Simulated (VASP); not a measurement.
# CaSe in VASP: a series of runs, part 2 of 3

VASP 6.6.1. The steps go on from the part before.

## Step 3: Single point, PBE (24.80 Å³/atom)

This run uses another cell than the first one, of 24.80 Å³/atom.

The input, INCAR:

```
SYSTEM = CaSe
PREC = Accurate ; ENCUT = 520
EDIFF = 1E-7 ; ISMEAR = -1
SIGMA = 0.05 ; LREAL = .False.
LASPH = .True. ; NELM = 60
ALGO = Normal ; ISIF = 2
LWAVE = .False. ; LCHARG = .False.
GGA = PE ; NBANDS = 15
```

The input, KPOINTS:

```
regular mesh
0
Gamma
  8 8 8
  0 0 0
```

The input, POSCAR:

```
CaSe
1.0
    0.0000000000      2.9160491567      2.9160491567
    2.9160491567      0.0000000000      2.9160491567
    2.9160491567      2.9160491567      0.0000000000
Se Ca
1 1
Direct
    0.5000000000      0.5000000000      0.5000000000
    0.0000000000      0.0000000000      0.0000000000
```

Potentials or basis: VASP PAW PBE potentials, release 64 (Se, Ca_sv).

The run is started by

```sh
> cat potpaw_PBE.64/Se/POTCAR potpaw_PBE.64/Ca_sv/POTCAR > POTCAR
> mpirun -np 1 vasp_std > vasp.out
```

OUTCAR:

```text
SYSTEM = CaSe
   PREC = Accurate
   ENCUT = 520
   EDIFF = 1E-7
   ISMEAR = -1
   LREAL = .False.
   LASPH = .True.
   NELM = 60
   ISIF = 2
   GGA = PE

 ion  position               nearest neighbor table
   1  0.500  0.500  0.500-   2 2.92   2 2.92   2 2.92   2 2.92   2 2.92   2 2.92
   2  0.000  0.000  0.000-   1 2.92   1 2.92   1 2.92   1 2.92   1 2.92   1 2.92

  LATTYP: Found a face centered cubic cell.
 ALAT       =     5.8320983134

  Lattice vectors:

 A1 = (   0.0000000000,   2.9160491567,   2.9160491567)
 A2 = (   2.9160491567,   0.0000000000,   2.9160491567)
 A3 = (   2.9160491567,   2.9160491567,   0.0000000000)

Analysis of symmetry for initial positions (statically):
=====================================================================
 Subroutine PRICEL returns:
 Original cell was already a primitive cell.

 Routine SETGRP: Setting up the symmetry group for a
 face centered cubic supercell.

 Subroutine GETGRP returns: Found 48 space group operations
 (whereof 48 operations were pure point group operations)
 out of a pool of 48 trial point group operations.

The static configuration has the point symmetry O_h .

Analysis of symmetry for dynamics (positions and initial velocities):
=====================================================================
 Subroutine PRICEL returns:
 Original cell was already a primitive cell.

 Routine SETGRP: Setting up the symmetry group for a
 face centered cubic supercell.

 Subroutine GETGRP returns: Found 48 space group operations
 (whereof 48 operations were pure point group operations)
 out of a pool of 48 trial point group operations.

The dynamic configuration has the point symmetry O_h .

 Subroutine INISYM returns: Found 48 space group operations
 (whereof 48 operations are pure point group operations),
 and found     1 'primitive' translations

----------------------------------------------------------------------------------------

                                     Primitive cell

  volume of cell :      49.5923

  direct lattice vectors                    reciprocal lattice vectors
     0.000000000  2.916049157  2.916049157    -0.171464874  0.171464874  0.171464874
     2.916049157  0.000000000  2.916049157     0.171464874 -0.171464874  0.171464874
     2.916049157  2.916049157  0.000000000     0.171464874  0.171464874 -0.171464874

  length of vectors
     4.123916266  4.123916266  4.123916266     0.296985873  0.296985873  0.296985873

  position of ions in fractional coordinates (direct lattice)
     0.500000000  0.500000000  0.500000000
     0.000000000  0.000000000  0.000000000

  ion indices of the primitive-cell ions
   primitive index   ion index
                 1           1
                 2           2

----------------------------------------------------------------------------------------

 KPOINTS: regular mesh

Automatic generation of k-mesh.
 Grid dimensions read from file:
 generate k-points for:    8    8    8

 Generating k-lattice:

  Cartesian coordinates                     Fractional coordinates (reciprocal lattice)
    -0.021433109  0.021433109  0.021433109     0.125000000  0.000000000  0.000000000
     0.021433109 -0.021433109  0.021433109     0.000000000  0.125000000  0.000000000
     0.021433109  0.021433109 -0.021433109     0.000000000  0.000000000  0.125000000

  Length of vectors
     0.037123234  0.037123234  0.037123234

  Shift w.r.t. Gamma in fractional coordinates (k-lattice)
     0.000000000  0.000000000  0.000000000

 Subroutine IBZKPT returns following result:
 ===========================================

 Found     29 irreducible k-points:

 Following reciprocal coordinates:
            Coordinates               Weight
  0.000000  0.000000  0.000000      1.000000
  0.125000  0.000000  0.000000      8.000000
  0.250000  0.000000  0.000000      8.000000
  0.375000  0.000000  0.000000      8.000000
  0.500000  0.000000  0.000000      4.000000
  0.125000  0.125000  0.000000      6.000000
[... 16 lines left out ...]
  0.500000  0.250000  0.125000     48.000000
 -0.375000  0.250000  0.125000     24.000000
 [... further k-points ...]
   k-points           NKPTS =     29   k-points in BZ     NKDIM =     29   number of bands    NBANDS=     15
   number of dos      NEDOS =    301   number of ions     NIONS =      2
   total plane-waves  NPLWV =  32768
   dimension x,y,z NGX =    32 NGY =   32 NGZ =   32
   dimension x,y,z NGXF=    64 NGYF=   64 NGZF=   64
   ions per type =               1   1
   NGX,Y,Z   is equivalent  to a cutoff of  12.90, 12.90, 12.90 a.u.
   NGXF,Y,Z  is equivalent  to a cutoff of  25.80, 25.80, 25.80 a.u.
 SYSTEM =  CaSe
   PREC   = accura    normal or accurate (medium, high low for compatibility)
   ISTART =      0    job   : 0-new  1-cont  2-samecut
   ICHARG =      2    charge: 1-file 2-atom 10-const
   ISPIN  =      1    spin polarized calculation?
   LNONCOLLINEAR =      F non collinear calculations
   LSORBIT =      F    spin-orbit coupling
   LASPH  =      T    aspherical Exc in radial PAW
   ENCUT  =  520.0 eV  38.22 Ry    6.18 a.u.   7.67  7.67  7.67*2*pi/ulx,y,z
   NELM   =     60;   NELMIN=  2; NELMDL= -5     # of ELM steps
   EDIFF  = 0.1E-06   stopping-criterion for ELM
   LREAL  =      F    real-space projection
   EDIFFG = 0.1E-05   stopping-criterion for IOM
   NSW    =      0    number of steps for IOM
   IBRION =     -1    ionic relax: 0-MD 1-quasi-New 2-CG
   NFREE  =      0    steps in history (QN), initial steepest desc. (CG)
   ISIF   =      2    stress and relaxation
   ISYM   =      2    0-nonsym 1-usesym 2-fastsym
   POTIM  = 0.5000    time-step for ionic-motion
   TEBEG  =    0.0;   TEEND  =   0.0 temperature during run
   PSTRESS=    0.0 pullay stress
   NELECT =      16.0000    total number of electrons
   NUPDOWN=      -1.0000    fix difference up-down
   EMIN   =  10.00;   EMAX   =-10.00  energy-range for DOS
   EFERMI =   0.00;   METHOD = LEGACY
   ISMEAR =    -1;   SIGMA  =   0.05  broadening in eV -4-tet -1-fermi 0-gaus
   EFERMI_NEDOS =   21; number of points for ismear=-14 and -15
   IALGO  =     38    algorithm
   IMIX   =      4    mixing-type and parameters
     AMIX     =   0.40;   BMIX     =  1.00
     AMIX_MAG =   1.60;   BMIX_MAG =  1.00
  volume/ion in A,a.u.               =      24.80       167.33
  Fermi-wavevector in a.u.,A,eV,Ry     =   1.122820  2.121821 17.153189  1.260724
  Thomas-Fermi vector in A             =   2.259482
   LORBIT       =      0    0 simple, 1 ext, 2 COOP (PROOUT), +10 PAW based schemes
   GGA     = PE    functional components
   LHFCALC =     F    Hartree Fock is set to
   AEXX    =    0.0000 exact exchange contribution
   IVDW    =     0    specifies the selected vdW correction
   LEPSILON=     F    determine dielectric tensor
   LRPA    =     F    only Hartree local field effects (RPA)
 non-spin polarized calculation
  energy-cutoff  :      520.00
  volume of cell :       49.59
 maximum number of plane-waves:      1363
   NGX = 15   NGY = 15   NGZ = 15

 number of electron      16.0000003 magnetization

 Free energy of the ion-electron system (eV)
  ---------------------------------------------------
  ext. energy  EPLUGINS =         0.00000000
  ---------------------------------------------------
  free energy    TOTEN  =        -9.44752228 eV

  energy without entropy =       -9.44752228  energy(sigma->0) =       -9.44752228

 E-fermi :   3.6735     XC(G=0):  -9.3363

 val. band max:        2.7484600515   @ k =   0.0000   0.0000   0.0000
 cond. band min:       4.6638862199   @ k =   0.5000   0.5000   0.0000
 fundamental gap:      1.9154261683
 Fermi energy:         3.6734545552

 k-point     1 :       0.0000    0.0000    0.0000
  band No.  band energies     occupation
      1     -36.8751      2.00000
      2     -17.8771      2.00000
      3     -17.8771      2.00000
      4     -17.8771      2.00000
      5      -9.2033      2.00000
      6       2.7485      2.00000
      7       2.7485      2.00000
      8       2.7485      2.00000
      9       6.3247      0.00000
     10       6.4346      0.00000
     11       6.4346      0.00000
     12       6.4346      0.00000
     13       7.0466      0.00000
     14       7.0466      0.00000
     15      12.5175      0.00000
[... 397 lines left out ...]
 k-point    24 :      -0.3750    0.2500    0.1250
  band No.  band energies     occupation
      1     -36.8651      2.00000
      2     -17.9908      2.00000
      3     -17.9165      2.00000
      4     -17.8971      2.00000
      5      -8.4435      2.00000
      6      -0.2238      2.00000
      7       1.0229      2.00000
      8       1.4254      2.00000
      9       7.2730      0.00000
     10       7.5643      0.00000
     11       8.5917      0.00000
     12       8.9208      0.00000
     13       9.2652      0.00000
     14      10.1552      0.00000
     15      11.6693      0.00000

 [... further k-points ...]
[... 5 lines left out ...]
  --------------------------------------------------------------------------------------
  -------------------------------------------------------------------------------------
  Total        1.1479855      1.1479855      1.1479855      0.0000000     -0.0000000      0.0000000
  in kB       37.0879194     37.0879194     37.0879194      0.0000000     -0.0000000      0.0000000
  external PRESSURE =      37.0879194 kB  Pullay stress =       0.0000000 kB

 VOLUME and BASIS-vectors are now :
 -----------------------------------------------------------------------------
  energy-cutoff  :      520.00
  volume of cell :       49.59
      direct lattice vectors                 reciprocal lattice vectors
     0.000000000  2.916049157  2.916049157    -0.171464874  0.171464874  0.171464874
     2.916049157  0.000000000  2.916049157     0.171464874 -0.171464874  0.171464874
     2.916049157  2.916049157  0.000000000     0.171464874  0.171464874 -0.171464874

 POSITION                                       TOTAL-FORCE (eV/Angst)
 -----------------------------------------------------------------------------------
      2.91605      2.91605      2.91605         0.000000      0.000000      0.000000
      0.00000      0.00000      0.00000        -0.000000     -0.000000     -0.000000
 -----------------------------------------------------------------------------------
    total drift:                                0.000000     -0.000000     -0.000000

  FREE ENERGIE OF THE ION-ELECTRON SYSTEM (eV)
  ---------------------------------------------------
  free  energy   TOTEN  =        -9.4475222781 eV

  energy  without entropy=       -9.4475222780  energy(sigma->0) =       -9.44752228
```

OSZICAR:

```text
N       E                     dE             d eps       ncg     rms          rms(c)
DAV:   1     0.107079022208E+03    0.10708E+03   -0.75280E+03   870   0.989E+02
DAV:   2    -0.490784139775E+01   -0.11199E+03   -0.10588E+03  1108   0.247E+02
DAV:   3    -0.935515842962E+01   -0.44473E+01   -0.44133E+01  1178   0.464E+01
DAV:   4    -0.958258664576E+01   -0.22743E+00   -0.22735E+00  1196   0.853E+00
DAV:   5    -0.958429908055E+01   -0.17124E-02   -0.17123E-02  1198   0.808E-01    0.424E+00
DAV:   6    -0.945384759727E+01    0.13045E+00   -0.16368E-01  1038   0.219E+00    0.254E+00
DAV:   7    -0.944399166943E+01    0.98559E-02   -0.94281E-02  1120   0.199E+00    0.788E-01
DAV:   8    -0.944732483958E+01   -0.33332E-02   -0.10543E-02   926   0.793E-01    0.115E-01
DAV:   9    -0.944740293752E+01   -0.78098E-04   -0.54821E-04  1117   0.248E-01    0.426E-02
DAV:  10    -0.944750905161E+01   -0.10611E-03   -0.13487E-04   968   0.738E-02    0.162E-02
DAV:  11    -0.944752326541E+01   -0.14214E-04   -0.32288E-05  1045   0.503E-02    0.792E-03
DAV:  12    -0.944752254731E+01    0.71810E-06   -0.16078E-06  1141   0.104E-02    0.313E-03
DAV:  13    -0.944752224756E+01    0.29976E-06   -0.39842E-07  1073   0.430E-03    0.123E-03
DAV:  14    -0.944752227812E+01   -0.30559E-07   -0.91632E-09   540   0.625E-04
   1 F= -.94475223E+01 E0= -.94475223E+01  d E =-.144915E-09
```

It took 28 s on 1 thread of Intel Xeon Platinum 8259CL at 2.50GHz (Skylake/Cascade Lake), shared host; peak memory 0.18 GiB.

What came out:

- Free energy: -9.4475 eV
- Pressure: 3.7 GPa
- Band gap on the k mesh: 1.92 eV (least direct gap 2.89 eV)

Levels at points of the mesh, in eV from the valence-band top:
| k point | band 5 | band 6 | band 7 | band 8 | band 9 | band 10 | band 11 | band 12 |
| --- | --- | --- | --- | --- | --- | --- | --- | --- |
| (0.00, 0.00, 0.00) | -11.95 | 0.00 | 0.00 | 0.00 | 3.58 | 3.69 | 3.69 | 3.69 |
| (0.50, 0.00, 0.00) | -11.17 | -3.45 | -1.29 | -1.29 | 4.59 | 5.60 | 5.61 | 5.61 |
| (0.50, 0.50, 0.00) | -11.32 | -2.63 | -0.97 | -0.97 | 1.92 | 5.11 | 5.24 | 6.18 |

Caveat: the cell stands under pressure. A k mesh can miss the band edges.

## Step 4: Single point, PBE (26.35 Å³/atom)

This run uses another cell than the first one, of 26.35 Å³/atom.

The input, INCAR:

```
  ALGO = Normal
  EDIFF = 1E-6
  ENCUT = 520
  GGA = PE
  ISIF = 2
  ISMEAR = -1
  LASPH = T
  LCHARG = T
  LELF = T
  LREAL = F
  LVHAR = T
  LWAVE = F
  NBANDS = 15
  NELM = 60
  PREC = Accurate
  SIGMA = 0.05
```

The input, KPOINTS:

```
k-points
0
Gamma
  8 8 8
```

The input, POSCAR:

```
CaSe
1.0
    0.0000000000      2.9755767295      2.9755767295
    2.9755767295      0.0000000000      2.9755767295
    2.9755767295      2.9755767295      0.0000000000
Se Ca
1 1
Direct
    0.5000000000      0.5000000000      0.5000000000
    0.0000000000      0.0000000000      0.0000000000
```

Potentials or basis: VASP PAW PBE potentials, release 64 (Se, Ca_sv).

The run is started by

```sh
> cat potpaw_PBE.64/Se/POTCAR potpaw_PBE.64/Ca_sv/POTCAR > POTCAR
> mpirun -np 1 vasp_std > vasp.out
```

OUTCAR:

```text
EDIFF = 1E-6
   ENCUT = 520
   GGA = PE
   ISIF = 2
   ISMEAR = -1
   LASPH = T
   LREAL = F
   NELM = 60
   PREC = Accurate

 ion  position               nearest neighbor table
   1  0.500  0.500  0.500-   2 2.98   2 2.98   2 2.98   2 2.98   2 2.98   2 2.98
   2  0.000  0.000  0.000-   1 2.98   1 2.98   1 2.98   1 2.98   1 2.98   1 2.98

  LATTYP: Found a face centered cubic cell.
 ALAT       =     5.9511534590

  Lattice vectors:

 A1 = (   0.0000000000,   2.9755767295,   2.9755767295)
 A2 = (   2.9755767295,   0.0000000000,   2.9755767295)
 A3 = (   2.9755767295,   2.9755767295,   0.0000000000)

Analysis of symmetry for initial positions (statically):
=====================================================================
 Subroutine PRICEL returns:
 Original cell was already a primitive cell.

 Routine SETGRP: Setting up the symmetry group for a
 face centered cubic supercell.

 Subroutine GETGRP returns: Found 48 space group operations
 (whereof 48 operations were pure point group operations)
 out of a pool of 48 trial point group operations.

[... 165 lines left out ...]
 fundamental gap:      2.0660773379
 Fermi energy:         3.3121733701

 k-point     1 :       0.0000    0.0000    0.0000
  band No.  band energies     occupation
      1     -37.4826      2.00000
      2     -18.4732      2.00000
      3     -18.4732      2.00000
      4     -18.4732      2.00000
      5      -9.4142      2.00000
      6       2.3223      2.00000
      7       2.3223      2.00000
      8       2.3223      2.00000
      9       5.5672      0.00000
     10       6.0338      0.00000
     11       6.0338      0.00000
     12       6.0338      0.00000
     13       6.5849      0.00000
     14       6.5849      0.00000
[... 401 lines left out ...]
      2     -18.5585      2.00000
      3     -18.5036      2.00000
      4     -18.4889      2.00000
      5      -8.7614      2.00000
      6      -0.4487      2.00000
      7       0.7340      2.00000
      8       1.1194      2.00000
      9       6.7761      0.00000
     10       7.0568      0.00000
     11       7.9943      0.00000
     12       8.2564      0.00000
     13       8.5970      0.00000
     14       9.4814      0.00000
     15      10.8072      0.00000

 [... further k-points ...]
[... 5 lines left out ...]
  --------------------------------------------------------------------------------------
  -------------------------------------------------------------------------------------
  Total        0.1096155      0.1096155      0.1096155      0.0000000     -0.0000000     -0.0000000
  in kB        3.3330302      3.3330302      3.3330302      0.0000000     -0.0000000     -0.0000000
  external PRESSURE =       3.3330302 kB  Pullay stress =       0.0000000 kB

 VOLUME and BASIS-vectors are now :
 -----------------------------------------------------------------------------
  energy-cutoff  :      520.00
  volume of cell :       52.69
      direct lattice vectors                 reciprocal lattice vectors
     0.000000000  2.975576730  2.975576730    -0.168034652  0.168034652  0.168034652
     2.975576730  0.000000000  2.975576730     0.168034652 -0.168034652  0.168034652
     2.975576730  2.975576730  0.000000000     0.168034652  0.168034652 -0.168034652

 POSITION                                       TOTAL-FORCE (eV/Angst)
 -----------------------------------------------------------------------------------
      2.97558      2.97558      2.97558         0.000000     -0.000000     -0.000000
      0.00000      0.00000      0.00000        -0.000000      0.000000      0.000000
 -----------------------------------------------------------------------------------
    total drift:                                0.000000     -0.000000     -0.000000

  FREE ENERGIE OF THE ION-ELECTRON SYSTEM (eV)
  ---------------------------------------------------
  free  energy   TOTEN  =        -9.4855338813 eV

  energy  without entropy=       -9.4855338813  energy(sigma->0) =       -9.48553388
```

OSZICAR:

```text
N       E                     dE             d eps       ncg     rms          rms(c)
DAV:   1     0.107259289618E+03    0.10726E+03   -0.75631E+03   870   0.990E+02
DAV:   2    -0.500365177907E+01   -0.11226E+03   -0.10611E+03  1094   0.241E+02
DAV:   3    -0.940035426115E+01   -0.43967E+01   -0.43519E+01  1189   0.458E+01
DAV:   4    -0.962765954311E+01   -0.22731E+00   -0.22723E+00  1177   0.846E+00
DAV:   5    -0.962937565360E+01   -0.17161E-02   -0.17159E-02  1189   0.807E-01    0.426E+00
DAV:   6    -0.948816557402E+01    0.14121E+00   -0.19048E-01  1003   0.229E+00    0.252E+00
DAV:   7    -0.948123482877E+01    0.69307E-02   -0.98775E-02  1106   0.198E+00    0.820E-01
DAV:   8    -0.948530103940E+01   -0.40662E-02   -0.12187E-02   912   0.836E-01    0.120E-01
DAV:   9    -0.948539420149E+01   -0.93162E-04   -0.66007E-04  1152   0.256E-01    0.482E-02
DAV:  10    -0.948551612554E+01   -0.12192E-03   -0.16503E-04   961   0.798E-02    0.154E-02
DAV:  11    -0.948553546313E+01   -0.19338E-04   -0.44613E-05  1045   0.578E-02    0.106E-02
DAV:  12    -0.948553427542E+01    0.11877E-05   -0.25212E-06  1061   0.118E-02    0.447E-03
DAV:  13    -0.948553388130E+01    0.39412E-06   -0.74281E-07   638   0.581E-03
   1 F= -.94855339E+01 E0= -.94855339E+01  d E =-.407210E-10
```

stdout:

```text
POSCAR found type information on POSCAR SeCa
 POSCAR found :  2 types and       2 ions
 scaLAPACK will be used
 LDA part: xc-table for (Slater+PW92), standard interpolation
 POSCAR, INCAR and KPOINTS ok, starting setup
 FFT: planning ... GRIDC
 FFT: planning ... GRID_SOFT
 FFT: planning ... GRID
 WAVECAR not read
 entering main loop
```

It took 36 s on 1 thread of Intel Xeon Platinum 8259CL at 2.50GHz (Skylake/Cascade Lake), shared host; peak memory 0.18 GiB.

Results:

| Quantity | Value |
| --- | --- |
| Free energy | -9.4855 eV |
| Pressure | 0.3 GPa |
| Band gap on the k mesh | 2.07 eV (least direct gap 2.98 eV) |

A k mesh can miss the band edges.

(Continued in part 3 of 3.)
